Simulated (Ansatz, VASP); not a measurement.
AgW: VASP beside Ansatz

File INCAR:

```
ALGO = Fast
EDIFF = 1E-7
EDIFFG = -0.04
ENCUT = 600
GGA = PE
IBRION = 2
ISIF = 3
ISMEAR = 0
LASPH = T
LCHARG = F
LREAL = F
LWAVE = F
NELM = 100
NSW = 90
PREC = Accurate
SIGMA = 0.1
```

KPOINTS

```
k-points
0
Gamma
  6 6 4
```

Contents of POSCAR:

```
AgW
1.0
    5.2622629671      0.0000000000      0.0000000000
   -2.6311314835      4.5572534109      0.0000000000
    0.0000000000      0.0000000000      4.2456894393
Ag W
3 3
Direct
    0.5000000000      0.0000000000      0.0000000000
    0.5000000000      0.5000000000      0.0000000000
    0.0000000000      0.5000000000      0.0000000000
    0.0000000000      0.0000000000      0.0000000000
    0.3333333333      0.6666666667      0.5000000000
    0.6666666667      0.3333333333      0.5000000000
```

Input for Ansatz:

```yaml
crystal:
  lattice:
    - [5.2622629671, 0.0, 0.0]
    - [-2.6311314835, 4.5572534109, 0.0]
    - [0.0, 0.0, 4.2456894393]
  atoms:
    - { symbol: Ag, position: [0.5, 0.0, 0.0] }
    - { symbol: Ag, position: [0.5, 0.5, 0.0] }
    - { symbol: Ag, position: [0.0, 0.5, 0.0] }
    - { symbol: W, position: [0.0, 0.0, 0.0] }
    - { symbol: W, position: [0.3333333333, 0.6666666667, 0.5] }
    - { symbol: W, position: [0.6666666667, 0.3333333333, 0.5] }
basis:
  ecutwfc: 420
kpoints:
  mp_grid: { grid: [6, 6, 4] }
hamiltonian:
  xc: pbe
scf:
  occupations: { method: gaussian, width: 0.1 }
  lower_state_search: "off"
output:
  forces: true
  stress: true
  eigenvalues: true
relax:
  adjacent_minimum: "off"
  f_tol: 0.04
  max_steps: 70
  cell: { stress_tol: 0.4 }
```

Alike in both runs: task relaxation of cell and atoms; functional PBE; k mesh 6 × 6 × 4; occupations gaussian, width 0.1 eV; no spin polarisation.

|  | VASP | Ansatz |
| --- | --- | --- |
| version | VASP 6.6.1 | Ansatz 0.2.0 |
| potentials or method | VASP PAW PBE potentials, release 64 (Ag, W_sv), cutoff 600 eV | scalar-relativistic, plane waves, PAW |
| valence electrons in the cell | 75 | 99 |

Ansatz gave:

- gap on the k mesh at the Fermi level, each at its own relaxed structure (eV): none
- relaxed volume (Å³/atom): 19.28
- relaxed cell length with the largest relative difference (Å): 4.649

Estimate VASP's values.

gap on the k mesh at the Fermi level, each at its own relaxed structure (eV): none; relaxed volume (Å³/atom): 19.28; relaxed cell length with the largest relative difference (Å): 4.643.

A gap of «none» marks a metal or a gap that the smearing closes. VASP's potentials hold 75 valence electrons a cell and Ansatz's 99, so a difference there can come from the potentials and not from the codes.

The k mesh is coarse, so the values compare programs but aren't converged. Neither program's run includes spin-orbit coupling.
